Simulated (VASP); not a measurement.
# H3WCl4 (R3m) in VASP: notebook

H3WCl4 is run at these levels: PBE; tasks: single point, relaxation of cell and atoms.

Everything below comes from runs of VASP 6.6.1. Logs are shortened: lines on timing, memory, paths and dates and some standing lists are left out, and cuts for length are marked.

### Step 1. The cell of the first run

It takes space group R3m (No. 160, trigonal). The conventional cell has a = 7.725 Å, b = 7.725 Å, c = 10.792 Å, α = 90.00°, β = 90.00°, γ = 120.00°. Within 2.3 Å of H (site symmetry m) lie 1 W at 1.72 Å. Within 2.3 Å of W (site symmetry 3m) lie 3 H at 1.72 Å and 1 Cl at 2.20 Å. Cl (site symmetry 3m) has 1 W at 2.20 Å and 3 H at 2.64 Å within 2.9 Å. Within 3.3 Å of Cl (site symmetry m) lie 1 W at 2.41 Å and 4 H at 2.46 to 3.28 Å and 2 Cl at 3.26 Å.

### Step 2. Single point, PBE

INCAR

```
ALGO = Normal ; EDIFF = 1E-6
ENCUT = 520 ; GGA = PE
ISIF = 2 ; ISMEAR = 0
LASPH = T ; LCHARG = F
LREAL = F ; LWAVE = F
NBANDS = 32 ; NELM = 80
PREC = Accurate ; SIGMA = 0.2
```

KPOINTS

```
k-points
0
Gamma
  3 3 3
```

POSCAR

```
H3WCl4
1.0
    3.8626818264      2.2301203923      3.5974063693
   -3.8626818264      2.2301203923      3.5974063693
    0.0000000000     -4.4602407845      3.5974063693
H W Cl
3 1 4
Direct
    0.8150654706      0.8150654706      0.1983056816
    0.8150654706      0.1983056816      0.8150654706
    0.1983056816      0.8150654706      0.8150654706
   -0.0403050070     -0.0403050070     -0.0403050070
    0.7559420773      0.7559420773      0.7559420773
    0.2393331475      0.8172600120      0.2393331475
    0.8172600120      0.2393331475      0.2393331475
    0.2393331475      0.2393331475      0.8172600120
```

Potentials or basis: VASP PAW PBE potentials, release 64 (H, W_sv, Cl).

On the command line:

```bash
$ cat potpaw_PBE.64/H/POTCAR potpaw_PBE.64/W_sv/POTCAR potpaw_PBE.64/Cl/POTCAR > POTCAR
$ mpirun -np 1 vasp_std > vasp.out
```

OUTCAR:

```text
EDIFF = 1E-6
   ENCUT = 520
   GGA = PE
   ISIF = 2
   ISMEAR = 0
   LASPH = T
   LREAL = F
   NELM = 80
   PREC = Accurate

 ion  position               nearest neighbor table
   1  0.815  0.815  0.198-   4 1.72
   2  0.815  0.198  0.815-   4 1.72
   3  0.198  0.815  0.815-   4 1.72
   4  0.960  0.960  0.960-   2 1.72   3 1.72   1 1.72   5 2.20   6 2.41   7 2.41   8 2.41
   5  0.756  0.756  0.756-   4 2.20
   6  0.239  0.817  0.239-   4 2.41
   7  0.817  0.239  0.239-   4 2.41
   8  0.239  0.239  0.817-   4 2.41

  LATTYP: Found a trigonal (rhomboedric) cell.
 ALAT       =     5.7301902623
 COS(alpha) =     0.0911969338

  Lattice vectors:

 A1 = (   3.8626818264,   2.2301203923,   3.5974063693)
 A2 = (  -3.8626818264,   2.2301203923,   3.5974063693)
 A3 = (   0.0000000000,  -4.4602407845,   3.5974063693)

Analysis of symmetry for initial positions (statically):
=====================================================================
 Subroutine PRICEL returns:
 Original cell was already a primitive cell.

 Routine SETGRP: Setting up the symmetry group for a
 trigonal (rhombohedral) supercell.

 Subroutine GETGRP returns: Found  6 space group operations
 (whereof  6 operations were pure point group operations)
 out of a pool of 12 trial point group operations.

The static configuration has the point symmetry C_3v.

Analysis of symmetry for dynamics (positions and initial velocities):
=====================================================================
 Subroutine PRICEL returns:
 Original cell was already a primitive cell.

 Routine SETGRP: Setting up the symmetry group for a
 trigonal (rhombohedral) supercell.

 Subroutine GETGRP returns: Found  6 space group operations
 (whereof  6 operations were pure point group operations)
 out of a pool of 12 trial point group operations.

The dynamic configuration has the point symmetry C_3v.

 Subroutine INISYM returns: Found  6 space group operations
 (whereof  6 operations are pure point group operations),
 and found     1 'primitive' translations

----------------------------------------------------------------------------------------

                                     Primitive cell

  volume of cell :     185.9336

  direct lattice vectors                    reciprocal lattice vectors
     3.862681826  2.230120392  3.597406369     0.129443745  0.074734381  0.092659349
    -3.862681826  2.230120392  3.597406369    -0.129443745  0.074734381  0.092659349
     0.000000000 -4.460240784  3.597406369     0.000000000 -0.149468762  0.092659349

  length of vectors
     5.730190262  5.730190262  5.730190262     0.175859790  0.175859790  0.175859790

  position of ions in fractional coordinates (direct lattice)
     0.815065471  0.815065471  0.198305682
     0.815065471  0.198305682  0.815065471
     0.198305682  0.815065471  0.815065471
     0.959694993  0.959694993  0.959694993
     0.755942077  0.755942077  0.755942077
     0.239333147  0.817260012  0.239333147
     0.817260012  0.239333147  0.239333147
     0.239333147  0.239333147  0.817260012

  ion indices of the primitive-cell ions
   primitive index   ion index
                 1           1
                 2           2
                 3           3
                 4           4
                 5           5
                 6           6
                 7           7
                 8           8

----------------------------------------------------------------------------------------

 KPOINTS: k-points

Automatic generation of k-mesh.
 Grid dimensions read from file:
 generate k-points for:    3    3    3

 Generating k-lattice:

  Cartesian coordinates                     Fractional coordinates (reciprocal lattice)
     0.043147915  0.024911460  0.030886450     0.333333333  0.000000000  0.000000000
    -0.043147915  0.024911460  0.030886450     0.000000000  0.333333333  0.000000000
     0.000000000 -0.049822921  0.030886450    -0.000000000 -0.000000000  0.333333333

  Length of vectors
     0.058619930  0.058619930  0.058619930

  Shift w.r.t. Gamma in fractional coordinates (k-lattice)
     0.000000000  0.000000000  0.000000000

 Subroutine IBZKPT returns following result:
 ===========================================

 Found      6 irreducible k-points:

 Following reciprocal coordinates:
            Coordinates               Weight
  0.000000  0.000000  0.000000      1.000000
  0.333333  0.000000 -0.000000      6.000000
  0.333333  0.333333 -0.000000      6.000000
 -0.333333  0.333333  0.000000      6.000000
  0.333333  0.333333  0.333333      2.000000
 -0.333333  0.333333  0.333333      6.000000
   k-points           NKPTS =      6   k-points in BZ     NKDIM =      6   number of bands    NBANDS=     32
   number of dos      NEDOS =    301   number of ions     NIONS =      8
   total plane-waves  NPLWV = 110592
   dimension x,y,z NGX =    48 NGY =   48 NGZ =   48
   dimension x,y,z NGXF=    96 NGYF=   96 NGZF=   96
   ions per type =               3   1   4
   NGX,Y,Z   is equivalent  to a cutoff of  13.93, 13.93, 13.93 a.u.
   NGXF,Y,Z  is equivalent  to a cutoff of  27.85, 27.85, 27.85 a.u.
 SYSTEM =  unknown system
   PREC   = accura    normal or accurate (medium, high low for compatibility)
   ISTART =      0    job   : 0-new  1-cont  2-samecut
   ICHARG =      2    charge: 1-file 2-atom 10-const
   ISPIN  =      1    spin polarized calculation?
   LNONCOLLINEAR =      F non collinear calculations
   LSORBIT =      F    spin-orbit coupling
   LASPH  =      T    aspherical Exc in radial PAW
   ENCUT  =  520.0 eV  38.22 Ry    6.18 a.u.  10.65 10.65 10.65*2*pi/ulx,y,z
   NELM   =     80;   NELMIN=  2; NELMDL= -5     # of ELM steps
   EDIFF  = 0.1E-05   stopping-criterion for ELM
   LREAL  =      F    real-space projection
   EDIFFG = 0.1E-04   stopping-criterion for IOM
   NSW    =      0    number of steps for IOM
   IBRION =     -1    ionic relax: 0-MD 1-quasi-New 2-CG
   NFREE  =      0    steps in history (QN), initial steepest desc. (CG)
   ISIF   =      2    stress and relaxation
   ISYM   =      2    0-nonsym 1-usesym 2-fastsym
   POTIM  = 0.5000    time-step for ionic-motion
   TEBEG  =    0.0;   TEEND  =   0.0 temperature during run
   PSTRESS=    0.0 pullay stress
   NELECT =      45.0000    total number of electrons
   NUPDOWN=      -1.0000    fix difference up-down
   EMIN   =  10.00;   EMAX   =-10.00  energy-range for DOS
   EFERMI =   0.00;   METHOD = LEGACY
   ISMEAR =     0;   SIGMA  =   0.20  broadening in eV -4-tet -1-fermi 0-gaus
   EFERMI_NEDOS =   21; number of points for ismear=-14 and -15
   IALGO  =     38    algorithm
   IMIX   =      4    mixing-type and parameters
     AMIX     =   0.40;   BMIX     =  1.00
     AMIX_MAG =   1.60;   BMIX_MAG =  1.00
  volume/ion in A,a.u.               =      23.24       156.84
  Fermi-wavevector in a.u.,A,eV,Ry     =   1.020218  1.927933 14.161554  1.040845
  Thomas-Fermi vector in A             =   2.153775
   LORBIT       =      0    0 simple, 1 ext, 2 COOP (PROOUT), +10 PAW based schemes
   GGA     = PE    functional components
   LHFCALC =     F    Hartree Fock is set to
   AEXX    =    0.0000 exact exchange contribution
   IVDW    =     0    specifies the selected vdW correction
   LEPSILON=     F    determine dielectric tensor
   LRPA    =     F    only Hartree local field effects (RPA)
 non-spin polarized calculation
 Gauss-broadening in eV      SIGMA  =   0.20
  energy-cutoff  :      520.00
  volume of cell :      185.93
 maximum number of plane-waves:      5018
 NGX is ok and might be reduce to    42
   NGX = 21   NGY = 21   NGZ = 21

 number of electron      45.0000000 magnetization

 Free energy of the ion-electron system (eV)
  ---------------------------------------------------
  ext. energy  EPLUGINS =         0.00000000
  ---------------------------------------------------
  free energy    TOTEN  =       -31.33814035 eV

  energy without entropy =      -31.16537104  energy(sigma->0) =      -31.25175570

 E-fermi :  -1.2001     XC(G=0):  -7.3619

 val. band max:       -1.2160621590   @ k =  -0.3333   0.3333   0.3333
 cond. band min:       0.8572014274   @ k =   0.3333   0.3333  -0.0000
 fundamental gap:      2.0732635864
 Fermi energy:        -1.2000648137

 k-point     1 :       0.0000    0.0000    0.0000
  band No.  band energies     occupation
      1     -75.1821      2.00000
      2     -39.6205      2.00000
      3     -39.2296      2.00000
      4     -39.2296      2.00000
      5     -16.1531      2.00000
      6     -15.0259      2.00000
[... 24 lines left out ...]
     31       8.4232      0.00000
     32       8.4232      0.00000

 k-point     2 :       0.3333    0.0000   -0.0000
  band No.  band energies     occupation
      1     -75.1821      2.00000
      2     -39.6205      2.00000
      3     -39.2296      2.00000
      4     -39.2296      2.00000
      5     -16.1335      2.00000
      6     -15.0216      2.00000
[... 24 lines left out ...]
     31       8.4473      0.00000
     32       8.6822      0.00000

 k-point     3 :       0.3333    0.3333   -0.0000
  band No.  band energies     occupation
      1     -75.1821      2.00000
      2     -39.6205      2.00000
      3     -39.2296      2.00000
      4     -39.2296      2.00000
      5     -16.1180      2.00000
      6     -15.0164      2.00000
[... 24 lines left out ...]
     31       8.1091      0.00000
     32       8.3997      0.00000

 k-point     4 :      -0.3333    0.3333    0.0000
  band No.  band energies     occupation
      1     -75.1821      2.00000
      2     -39.6205      2.00000
      3     -39.2296      2.00000
      4     -39.2296      2.00000
      5     -16.1181      2.00000
      6     -15.0123      2.00000
[... 24 lines left out ...]
     31       7.9125      0.00000
     32       8.0337      0.00000

 k-point     5 :       0.3333    0.3333    0.3333
  band No.  band energies     occupation
      1     -75.1821      2.00000
      2     -39.6205      2.00000
      3     -39.2296      2.00000
      4     -39.2296      2.00000
      5     -16.1062      2.00000
      6     -15.0139      2.00000
[... 24 lines left out ...]
     31       7.2651      0.00000
     32       7.2651      0.00000

 k-point     6 :      -0.3333    0.3333    0.3333
  band No.  band energies     occupation
      1     -75.1821      2.00000
      2     -39.6205      2.00000
      3     -39.2296      2.00000
      4     -39.2296      2.00000
      5     -16.1064      2.00000
      6     -15.0054      2.00000
[... 24 lines left out ...]
     31       7.4348      0.00000
     32       7.5084      0.00000

------------------------ aborting loop because EDIFF is reached ----------------------------------------

  FORCE on cell =-STRESS in cart. coord.  units (eV):
  Direction    XX          YY          ZZ          XY          YZ          ZX
  --------------------------------------------------------------------------------------
  -------------------------------------------------------------------------------------
  Total        0.0506599      0.0506599     -0.3147816      0.0000000     -0.0000000      0.0000000
  in kB        0.4365330      0.4365330     -2.7124516      0.0000000     -0.0000000      0.0000000
  external PRESSURE =      -0.6131285 kB  Pullay stress =       0.0000000 kB

 VOLUME and BASIS-vectors are now :
 -----------------------------------------------------------------------------
  energy-cutoff  :      520.00
  volume of cell :      185.93
      direct lattice vectors                 reciprocal lattice vectors
     3.862681826  2.230120392  3.597406369     0.129443745  0.074734381  0.092659349
    -3.862681826  2.230120392  3.597406369    -0.129443745  0.074734381  0.092659349
     0.000000000 -4.460240784  3.597406369     0.000000000 -0.149468762  0.092659349

 POSITION                                       TOTAL-FORCE (eV/Angst)
 -----------------------------------------------------------------------------------
      0.00000      2.75090      6.57763        -0.000000     -0.005853      0.001504
      2.38235     -1.37545      6.57763        -0.005069      0.002926      0.001504
     -2.38235     -1.37545      6.57763         0.005069      0.002926      0.001504
      0.00000      0.00000     10.35724        -0.000000     -0.000000     -0.038381
      0.00000      0.00000      8.15829        -0.000000      0.000000      0.045331
     -2.23235      1.28885      4.66197        -0.009072      0.005238     -0.003821
      2.23235      1.28885      4.66197         0.009072      0.005238     -0.003821
      0.00000     -2.57769      4.66197        -0.000000     -0.010475     -0.003821
 -----------------------------------------------------------------------------------
    total drift:                               -0.000000     -0.000000      0.000781

  FREE ENERGIE OF THE ION-ELECTRON SYSTEM (eV)
  ---------------------------------------------------
  free  energy   TOTEN  =       -31.3381403490 eV

  energy  without entropy=      -31.1653710450  energy(sigma->0) =      -31.25175570
```

It took 22 s on 1 thread of Intel Xeon 6975P-C (Granite Rapids), shared host; peak memory 0.32 GiB.

Results:

- Free energy: -31.3381 eV
- Pressure: -0.1 GPa
- Largest force: 0.045 eV/Å
- Band gap on the k mesh: zero (an odd number of electrons rules out a gap without spin polarisation)

Forces on the atoms (eV/Å):
```
H    0.000 -0.006  0.002
H   -0.005  0.003  0.002
H    0.005  0.003  0.002
W    0.000  0.000 -0.038
Cl   0.000  0.000  0.045
Cl  -0.009  0.005 -0.004
Cl   0.009  0.005 -0.004
Cl   0.000 -0.010 -0.004
```

Caveat: the k points lie up to 0.37 Å⁻¹ apart, too coarse for converged energies and pressures of a metal; spin-orbit coupling is left out, which moves the levels of the heavy elements; an odd number of electrons without spin polarisation forces a metal; a magnetic or distorted state may lie lower.

(Continued in part 2 of 2.)

The gap in the log of VASP goes by the Fermi energy; the results here count the filled bands.